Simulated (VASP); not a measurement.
# Mo2H3 (P6mm) in VASP: single point with PBE

Aim: the single point of Mo2H3 with PBE.

All numbers are computed with VASP 6.6.1; they aren't measurements. Logs are shortened: lines on timing, memory, paths and dates and some standing lists are left out, and cuts for length are marked.

### Step 1. The cell of the first run

The typed cell holds 5 atoms: a = 3.032 Å, b = 3.032 Å, c = 5.205 Å, α = 90.00°, β = 90.00°, γ = 120.00°.

### Step 2. Single point, PBE

INCAR

```
SYSTEM = Mo2H3
PREC = Accurate
ENCUT = 520
EDIFF = 1E-6
ISMEAR = 0
SIGMA = 0.1
LREAL = .FALSE.
LASPH = .TRUE.
NELM = 80
ALGO = Normal
ISIF = 2
LWAVE = .FALSE.
LCHARG = .FALSE.
GGA = PE
NBANDS = 24
```

KPOINTS

```
Automatic mesh
0
G
  12 12 8
  0 0 0
```

POSCAR

```
Mo2H3
1.0
    3.0315774694      0.0000000000      0.0000000000
   -1.5157887347      2.6254231020      0.0000000000
    0.0000000000      0.0000000000      5.2054595471
H Mo
3 2
Direct
    0.5000000000      0.0000000000      0.1085859558
    0.0000000000      0.5000000000      0.1085859558
    0.5000000000      0.5000000000      0.1085859558
    0.0000000000      0.0000000000      0.8480941621
    0.0000000000      0.0000000000      0.3693299305
```

Potentials or basis: VASP PAW PBE potentials, release 64 (H, Mo_sv).

Command:

```console
$ cat potpaw_PBE.64/H/POTCAR potpaw_PBE.64/Mo_sv/POTCAR > POTCAR
$ mpirun -np 1 vasp_std > vasp.out
```

OUTCAR:

```text
SYSTEM = Mo2H3
   PREC = Accurate
   ENCUT = 520
   EDIFF = 1E-6
   ISMEAR = 0
   LREAL = .FALSE.
   LASPH = .TRUE.
   NELM = 80
   ISIF = 2
   GGA = PE

 ion  position               nearest neighbor table
   1  0.500  0.000  0.109-   4 2.03   4 2.03   5 2.03   5 2.03
   2  0.000  0.500  0.109-   4 2.03   4 2.03   5 2.03   5 2.03
   3  0.500  0.500  0.109-   4 2.03   4 2.03   5 2.03   5 2.03
   4  0.000  0.000  0.848-   2 2.03   3 2.03   2 2.03   3 2.03   1 2.03   1 2.03   5 2.49   5 2.71

   5  0.000  0.000  0.369-   2 2.03   3 2.03   2 2.03   3 2.03   1 2.03   1 2.03   4 2.49   4 2.71

  LATTYP: Found a hexagonal cell.
 ALAT       =     3.0315774694
 C/A-ratio  =     1.7170795072

  Lattice vectors:

 A1 = (   3.0315774694,   0.0000000000,   0.0000000000)
 A2 = (  -1.5157887347,   2.6254231020,   0.0000000000)
 A3 = (   0.0000000000,   0.0000000000,   5.2054595471)

Analysis of symmetry for initial positions (statically):
=====================================================================
 Subroutine PRICEL returns:
 Original cell was already a primitive cell.

 Routine SETGRP: Setting up the symmetry group for a
 hexagonal supercell.

 Subroutine GETGRP returns: Found 12 space group operations
 (whereof 12 operations were pure point group operations)
 out of a pool of 24 trial point group operations.

The static configuration has the point symmetry C_6v.

Analysis of symmetry for dynamics (positions and initial velocities):
=====================================================================
 Subroutine PRICEL returns:
 Original cell was already a primitive cell.

 Routine SETGRP: Setting up the symmetry group for a
 hexagonal supercell.

 Subroutine GETGRP returns: Found 12 space group operations
 (whereof 12 operations were pure point group operations)
 out of a pool of 24 trial point group operations.

The dynamic configuration has the point symmetry C_6v.

 Subroutine INISYM returns: Found 12 space group operations
 (whereof 12 operations are pure point group operations),
 and found     1 'primitive' translations

----------------------------------------------------------------------------------------

                                     Primitive cell

  volume of cell :      41.4312

  direct lattice vectors                    reciprocal lattice vectors
[... 88 lines left out ...]
   LNONCOLLINEAR =      F non collinear calculations
   LSORBIT =      F    spin-orbit coupling
   LASPH  =      T    aspherical Exc in radial PAW
   ENCUT  =  520.0 eV  38.22 Ry    6.18 a.u.   5.64  5.64  9.68*2*pi/ulx,y,z
   NELM   =     80;   NELMIN=  2; NELMDL= -5     # of ELM steps
   EDIFF  = 0.1E-05   stopping-criterion for ELM
   LREAL  =      F    real-space projection
   EDIFFG = 0.1E-04   stopping-criterion for IOM
   NSW    =      0    number of steps for IOM
   IBRION =     -1    ionic relax: 0-MD 1-quasi-New 2-CG
   NFREE  =      0    steps in history (QN), initial steepest desc. (CG)
   ISIF   =      2    stress and relaxation
   ISYM   =      2    0-nonsym 1-usesym 2-fastsym
   POTIM  = 0.5000    time-step for ionic-motion
   TEBEG  =    0.0;   TEEND  =   0.0 temperature during run
   PSTRESS=    0.0 pullay stress
   NELECT =      31.0000    total number of electrons
   NUPDOWN=      -1.0000    fix difference up-down
   EMIN   =  10.00;   EMAX   =-10.00  energy-range for DOS
   EFERMI =   0.00;   METHOD = LEGACY
   ISMEAR =     0;   SIGMA  =   0.10  broadening in eV -4-tet -1-fermi 0-gaus
   EFERMI_NEDOS =   21; number of points for ismear=-14 and -15
   IALGO  =     38    algorithm
   IMIX   =      4    mixing-type and parameters
     AMIX     =   0.40;   BMIX     =  1.00
     AMIX_MAG =   1.60;   BMIX_MAG =  1.00
  volume/ion in A,a.u.               =       8.29        55.92
  Fermi-wavevector in a.u.,A,eV,Ry     =   1.486231  2.808570 30.053681  2.208883
  Thomas-Fermi vector in A             =   2.599543
   LORBIT       =      0    0 simple, 1 ext, 2 COOP (PROOUT), +10 PAW based schemes
   GGA     = PE    functional components
   LHFCALC =     F    Hartree Fock is set to
   AEXX    =    0.0000 exact exchange contribution
   IVDW    =     0    specifies the selected vdW correction
   LEPSILON=     F    determine dielectric tensor
   LRPA    =     F    only Hartree local field effects (RPA)
 non-spin polarized calculation
 Gauss-broadening in eV      SIGMA  =   0.10
  energy-cutoff  :      520.00
  volume of cell :       41.43
 maximum number of plane-waves:      1135
 NGX is ok and might be reduce to    24
   NGX = 11   NGY = 11   NGZ = 19

 number of electron      30.9999997 magnetization

 Free energy of the ion-electron system (eV)
  ---------------------------------------------------
  ext. energy  EPLUGINS =         0.00000000
  ---------------------------------------------------
  free energy    TOTEN  =       -28.03550218 eV

  energy without entropy =      -28.02278374  energy(sigma->0) =      -28.02914296

 E-fermi :  10.0950     XC(G=0): -12.5781

 val. band max:       10.0903966646   @ k =   0.3333   0.0000   0.5000
 cond. band min:      10.1011655137   @ k =   0.3333   0.0833   0.2500
 fundamental gap:      0.0107688491
 Fermi energy:        10.0949988654

 k-point     1 :       0.0000    0.0000    0.0000
  band No.  band energies     occupation
      1     -51.0475      2.00000
      2     -50.8283      2.00000
      3     -25.9936      2.00000
      4     -24.8104      2.00000
      5     -24.8104      2.00000
      6     -24.6433      2.00000
[... 637 lines left out ...]
     23      17.2361      0.00000
     24      19.8813      0.00000

 [... further k-points ...]
[... 5 lines left out ...]
  --------------------------------------------------------------------------------------
  -------------------------------------------------------------------------------------
  Total        0.0374401      0.0374401      0.0965982      0.0000000      0.0000000      0.0000000
  in kB        1.4478405      1.4478405      3.7355341      0.0000000      0.0000000      0.0000000
  external PRESSURE =       2.2104050 kB  Pullay stress =       0.0000000 kB

 VOLUME and BASIS-vectors are now :
 -----------------------------------------------------------------------------
  energy-cutoff  :      520.00
  volume of cell :       41.43
      direct lattice vectors                 reciprocal lattice vectors
     3.031577469  0.000000000  0.000000000     0.329861272  0.190445494  0.000000000
    -1.515788735  2.625423102  0.000000000     0.000000000  0.380890988  0.000000000
     0.000000000  0.000000000  5.205459547     0.000000000  0.000000000  0.192105998

 POSITION                                       TOTAL-FORCE (eV/Angst)
 -----------------------------------------------------------------------------------
      1.51579      0.00000      0.56524         0.000000      0.000000      0.000308
     -0.75789      1.31271      0.56524         0.000000      0.000000      0.000308
      0.75789      1.31271      0.56524         0.000000      0.000000      0.000308
      0.00000      0.00000      4.41472         0.000000      0.000000      0.010788
      0.00000      0.00000      1.92253        -0.000000     -0.000000     -0.011712
 -----------------------------------------------------------------------------------
    total drift:                               -0.000000     -0.000000     -0.000317

  FREE ENERGIE OF THE ION-ELECTRON SYSTEM (eV)
  ---------------------------------------------------
  free  energy   TOTEN  =       -28.0355021845 eV

  energy  without entropy=      -28.0227837415  energy(sigma->0) =      -28.02914296
```

OSZICAR:

```text
N       E                     dE             d eps       ncg     rms          rms(c)
DAV:   1     0.294703823829E+03    0.29470E+03   -0.18371E+04  4560   0.130E+03
DAV:   2    -0.237899523498E+02   -0.31849E+03   -0.30658E+03  5448   0.411E+02
DAV:   3    -0.302154750627E+02   -0.64255E+01   -0.63355E+01  5328   0.600E+01
DAV:   4    -0.302454045125E+02   -0.29929E-01   -0.29919E-01  5024   0.446E+00
DAV:   5    -0.302456620057E+02   -0.25749E-03   -0.25749E-03  5440   0.375E-01    0.230E+01
DAV:   6    -0.281111118296E+02    0.21346E+01   -0.64243E+00  5208   0.187E+01    0.499E+00
DAV:   7    -0.280418744845E+02    0.69237E-01   -0.59558E-01  4816   0.541E+00    0.271E+00
DAV:   8    -0.280363812189E+02    0.54933E-02   -0.20715E-02  5384   0.106E+00    0.860E-01
DAV:   9    -0.280377995415E+02   -0.14183E-02   -0.92606E-03  5888   0.116E+00    0.347E-01
DAV:  10    -0.280354902691E+02    0.23093E-02   -0.49031E-03  4920   0.812E-01    0.699E-02
DAV:  11    -0.280354939034E+02   -0.36343E-05   -0.15262E-04  4888   0.101E-01    0.347E-02
DAV:  12    -0.280354987571E+02   -0.48537E-05   -0.90322E-06  5456   0.271E-02    0.153E-02
DAV:  13    -0.280355017123E+02   -0.29553E-05   -0.11566E-06  3496   0.948E-03    0.423E-03
DAV:  14    -0.280355021845E+02   -0.47216E-06   -0.24838E-07  2416   0.486E-03
   1 F= -.28035502E+02 E0= -.28029143E+02  d E =-.127184E-01
```

stdout:

```text
POSCAR found type information on POSCAR H Mo
 POSCAR found :  2 types and       5 ions
 scaLAPACK will be used
 LDA part: xc-table for (Slater+PW92), standard interpolation
 POSCAR, INCAR and KPOINTS ok, starting setup
 FFT: planning ... GRIDC
 FFT: planning ... GRID_SOFT
 FFT: planning ... GRID
 WAVECAR not read
 entering main loop
```

Wall time 2.2 min (1 thread of AMD EPYC 7R13, shared host); peak memory 0.18 GiB.

What came out:

```
Free energy   : -28.0355 eV
Pressure      : 0.2 GPa
Largest force : 0.012 eV/Å
```

Forces on the atoms (eV/Å):
```
H    0.000  0.000  0.000
H    0.000  0.000  0.000
H    0.000  0.000  0.000
Mo   0.000  0.000  0.011
Mo   0.000  0.000 -0.012
```
